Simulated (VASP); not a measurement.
Write the native input for VASP 6.6.1 that does the following.

```
Task                   : single point
Functional             : r2SCAN
Potentials or basis    : VASP PAW PBE potentials, release 64 (Cd, Se)
Cutoff                 : 520 eV
k mesh                 : 12 × 12 × 4
Occupations            : gaussian, width 0.01 eV
Spin                   : no spin polarisation
Dipole correction      : no
Further INCAR settings : ALGO = Normal; EDIFF = 1e-06; NBANDS = 26
```

CdSe:

```
Cd Se
1.0
     4.34072    0.00000    0.00000
    -2.17036    3.75918    0.00000
     0.00000    0.00000    7.07665
Cd Se
2 2
Direct
  0.33333 0.66667 0.99952
  0.66667 0.33333 0.49952
  0.33333 0.66667 0.37548
  0.66667 0.33333 0.87548
```

The input as run:

POSCAR

```
CdSe
1.0
    4.3407236660      0.0000000000      0.0000000000
   -2.1703618330      3.7591769656      0.0000000000
    0.0000000000      0.0000000000      7.0766459791
Cd Se
2 2
Direct
    0.3333333333      0.6666666667     -0.0004760039
    0.6666666667      0.3333333333      0.4995239961
    0.3333333333      0.6666666667      0.3754760039
    0.6666666667      0.3333333333      0.8754760039
```

INCAR.step1

```
SYSTEM = CdSe
PREC = Accurate
ENCUT = 520
ISMEAR = 0
SIGMA = 0.01
LREAL = .False.
LASPH = .True.
NELM = 100
NBANDS = 26
GGA = PE
ALGO = Normal
EDIFF = 1E-4
LWAVE = .True.
LCHARG = .False.
```

INCAR.step2

```
SYSTEM = CdSe
PREC = Accurate
ENCUT = 520
EDIFF = 1E-6
ISMEAR = 0
SIGMA = 0.01
LREAL = .False.
LASPH = .True.
NELM = 100
ALGO = Normal
ISIF = 2
LWAVE = .False.
LCHARG = .False.
METAGGA = R2SCAN
LMIXTAU = .True.
NBANDS = 26
ISTART = 1
```

KPOINTS

```
regular mesh
0
Gamma
  12 12 4
  0 0 0
```

Potentials or basis: VASP PAW PBE potentials, release 64 (Cd, Se).

Launch:

```console
$ cat potpaw_PBE.64/Cd/POTCAR potpaw_PBE.64/Se/POTCAR > POTCAR
$ cp INCAR.step1 INCAR
$ mpirun -np 1 vasp_std > vasp.out
$ cp INCAR.step2 INCAR
$ mpirun -np 1 vasp_std > vasp.out
```

It gave:

- Pressure: 0.2 GPa
- Band gap on the k mesh: 1.09 eV

Caveat: the PAW data sets were made with another functional, which shifts forces and pressure a little.

It took 3.9 min on 1 thread of Intel(R) Xeon(R) 6975P-C (Granite Rapids), with other jobs on the host, peak memory 0.34 GiB.
